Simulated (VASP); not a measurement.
A run of VASP 6.6.1 is set up as follows.

The input INCAR:

```
SYSTEM = Rh
ALGO = Fast
EDIFF = 1E-6
EDIFFG = -0.01
ENCUT = 600
GGA = PS
IBRION = 2
ISIF = 3
ISMEAR = 0
LASPH = .TRUE.
LCHARG = .FALSE.
LREAL = .FALSE.
LWAVE = .FALSE.
NELM = 60
NSW = 100
PREC = Accurate
SIGMA = 0.1
```

File KPOINTS:

```
k-points
0
G
  21 21 21
  0 0 0
```

File POSCAR:

```
Rh
1.0
    1.7924808337      1.0348892918      1.4015025361
   -1.7924808337      1.0348892918      1.4015025361
    0.0000000000     -2.0697785837      1.4015025361
Rh
1
Direct
    0.5000000000      0.5000000000      0.5000000000
```

Potentials or basis: VASP PAW PBE potentials, release 64 (Rh_pv).

Run with:

```sh
$ cat potpaw_PBE.64/Rh_pv/POTCAR > POTCAR
$ mpirun -np 1 vasp_std > vasp.out
```

What does it give for the space group after relaxing (to 0.1 Å)?

Pm-3m (No. 221).

Estimate the relaxed cell.

a = 2.498 Å, b = 2.498 Å, c = 2.498 Å, α = 90.04°, β = 90.04°, γ = 90.04°.

The path:
```tsv
step	energy change (eV)	largest force (eV/Å)	pressure (GPa)	volume (Å³)
1	0.0000	0.0000	0.07	15.60
2	-0.0004	0.0000	-0.37	15.62
3	-0.0011	0.0000	-0.98	15.66
4	-0.0006	0.0000	-2.18	15.75
5	-0.0012	0.0000	-1.06	15.69
6	-0.0014	0.0000	-0.83	15.66
7	-0.0017	0.0000	0.02	15.60
```

Caveat: the PAW data sets were made with another functional, which shifts forces and pressure a little.
